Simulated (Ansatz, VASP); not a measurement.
Two plane-wave programs on Sr2ReNiC6

Contents of POSCAR:

```
Sr2ReNiC6
1.0
    0.0000000000      5.5677110000      0.0000000000
    5.5677110000      0.0000000000      0.0000000000
    2.7838560000      2.7838560000     -3.9750220000
Re Ni C Sr
1 1 6 2
Direct
    0.5000000000      0.5000000000      0.0000000000
    0.0000000000      0.0000000000      0.0000000000
    0.2277000000      0.2861000000      0.0000000000
    0.2861000000      0.7723000000      0.0000000000
    0.7723000000      0.7139000000      0.0000000000
    0.7139000000      0.2277000000      0.0000000000
    0.2571000000      0.2571000000      0.4858000000
    0.7429000000      0.7429000000      0.5142000000
    0.7500000000      0.2500000000      0.5000000000
    0.2500000000      0.7500000000      0.5000000000
```

Contents of INCAR.step1:

```
SYSTEM = Sr2ReNiC6
  PREC = Accurate
  ENCUT = 520
  ISMEAR = 1
  SIGMA = 0.258
  LREAL = .FALSE.
  LASPH = .TRUE.
  NELM = 60
  ISYM = 0
  NBANDS = 42
  GGA = PE
  ALGO = Normal
  EDIFF = 1E-4
  LWAVE = .TRUE.
  LCHARG = .FALSE.
```

INCAR.step2

```
SYSTEM = Sr2ReNiC6
  PREC = Accurate
  ENCUT = 520
  EDIFF = 1E-7
  ISMEAR = 1
  SIGMA = 0.258
  LREAL = .FALSE.
  LASPH = .TRUE.
  NELM = 60
  ALGO = Normal
  ISIF = 2
  LWAVE = .FALSE.
  LCHARG = .FALSE.
  METAGGA = R2SCAN
  LMIXTAU = .TRUE.
  ISYM = 0
  NBANDS = 42
  ISTART = 1
```

File KPOINTS:

```
Automatic mesh
0
G
  5 5 5
  0 0 0
```

Input for Ansatz:

```yaml
crystal:
  lattice:
    - [0.0, 5.567711, 0.0]
    - [5.567711, 0.0, 0.0]
    - [2.783856, 2.783856, -3.975022]
  atoms:
    - { symbol: Re, position: [0.5, 0.5, 0.0] }
    - { symbol: Ni, position: [0.0, 0.0, 0.0] }
    - { symbol: C, position: [0.2277, 0.2861, 0.0] }
    - { symbol: C, position: [0.2861, 0.7723, 0.0] }
    - { symbol: C, position: [0.7723, 0.7139, 0.0] }
    - { symbol: C, position: [0.7139, 0.2277, 0.0] }
    - { symbol: C, position: [0.2571, 0.2571, 0.4858] }
    - { symbol: C, position: [0.7429, 0.7429, 0.5142] }
    - { symbol: Sr, position: [0.75, 0.25, 0.5] }
    - { symbol: Sr, position: [0.25, 0.75, 0.5] }
  symmetry: { detect: false }
kpoints:
  mp_grid: { grid: [5, 5, 5], shift: [0, 0, 0] }
magnetization:
  spin_polarized: false
scf:
  occupations: { method: cold, width: 0.258 }
  lower_state_search: standard
hamiltonian:
  pseudopotentials: { kind: paw }
  xc: r2scan
basis:
  ecutwfc: 500
  xc_grid: 4
output:
  forces: true
  stress: true
  eigenvalues: true
  write_density: true
  write_potential: true
  elf: true
  volumetric_format: npy
```

Alike in both runs: task single point; functional r2SCAN; k mesh 5 × 5 × 5; no spin polarisation.

```csv
,VASP,Ansatz
version,VASP 6.6.1,Ansatz 0.2.0
potentials or method,"VASP PAW PBE potentials, release 64 (Re, Ni, C, Sr_sv), cutoff 520 eV",PAW plane waves
occupations,"methfessel-paxton of order 1, width 0.258 eV","cold, width 0.258 eV"
valence electrons in the cell,61,77
```

VASP gave:

- gap on the k mesh at the Fermi level (eV): none
- pressure (GPa): 15.4
- traceless stress, the component that is largest in VASP (GPa): 0.74
- rms of the force components (eV/Å): 1.409

Problem. Which values does Ansatz return?

Solution. gap on the k mesh at the Fermi level (eV): none; pressure (GPa): 13.5; traceless stress, the component that is largest in VASP (GPa): 0.71; rms of the force components (eV/Å): 1.324.

VASP's potentials were made for PBE, not for r2SCAN. Atom by atom the forces differ by 0.088 eV/Å (rms over components). A gap of «none» marks a metal or a gap that the smearing closes. VASP's potentials hold 61 valence electrons a cell and Ansatz's 77, so a difference there can come from the potentials and not from the codes.

Spin-orbit coupling is off throughout.
